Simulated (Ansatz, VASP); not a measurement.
I in VASP and in Ansatz

```
I
1.0
     3.62750   -2.39750    0.00000
     3.62750    2.39750    0.00000
     0.00000    0.00000    9.78000
I
4
Direct
  0.85000 0.15000 0.11700
  0.65000 0.35000 0.61700
  0.15000 0.85000 0.88300
  0.35000 0.65000 0.38300
```

Alike in both runs: task electric field gradients; functional LDA; k mesh 6 × 6 × 3; occupations fermi-dirac, width 0.03 eV; no spin polarisation.

```csv
,VASP,Ansatz
version,VASP 6.6.1,Ansatz 0.2.0
potentials or method,"VASP PAW LDA potentials, release 64 (I)","PAW with Ansatz's default frozen-core files, scalar-relativistic"
plane-wave cutoff (eV),520,420
valence electrons in the cell,28,68
```

```csv
,VASP,Ansatz,Ansatz less VASP
gap on the k mesh at the Fermi level (eV),1.17,1.17,-0.006
pressure (GPa),-1.2,-1.2,0.00
"traceless stress, the component that is largest in VASP (GPa)",-0.54,-0.54,0.000
rms of the force components (eV/Å),0.301,0.302,+0.0017
size of Vzz on the site where it differs most (V/Å²),1172.0,1195.6,+23.60
```

LDA's correlation is that of Perdew and Zunger in VASP and of Perdew and Wang (1992) in Ansatz. Atom by atom the forces differ by 0.002 eV/Å (rms over components). VASP's potentials hold 28 valence electrons a cell and Ansatz's 68, so a difference there can come from the potentials and not from the codes.

Neither program's run includes spin-orbit coupling.
